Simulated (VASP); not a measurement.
## AgRh: single point with revPBE

AgRh:

```
Ag Rh
1.0
     2.78686    0.00000    0.00000
    -1.39343    2.41349    0.00000
     0.00000    0.00000    4.79807
Ag Rh
1 1
Direct
  0.00000 0.00000 0.50000
  0.66667 0.33333 0.00000
```

- Program: VASP 6.6.1
- Task: single point
- Functional: revPBE
- Potentials or basis: VASP PAW PBE potentials, release 64 (Ag, Rh_pv)
- Cutoff: 520 eV
- k mesh: 11 × 11 × 6
- Occupations: fermi-dirac, width 0.05 eV
- Spin: no spin polarisation
- Dipole correction: no
- Further INCAR settings: ALGO = Normal; EDIFF = 1e-07; NBANDS = 20

| Item | Value |
| --- | --- |
| Pressure | -0.1 GPa |
| Band gap on the k mesh | zero (bands 13 and 14 overlap by 1.29 eV) |

Levels at points of the mesh, in eV from the Fermi level:
```
           k point  band 11  band 12  band 13  band 14  band 15  band 16
(0.00, 0.00, 0.00)    -1.74    -1.74     0.13     0.13     0.28     5.42
(0.00, 0.00, 0.50)    -2.39    -1.55    -1.55     0.09     0.09    11.67
```

Run time: 2.2 min on 1 thread of AMD EPYC 7571, on a shared host, peak memory 0.15 GiB.

Caveat: the PAW data sets were made with another functional, which shifts forces and pressure a little.
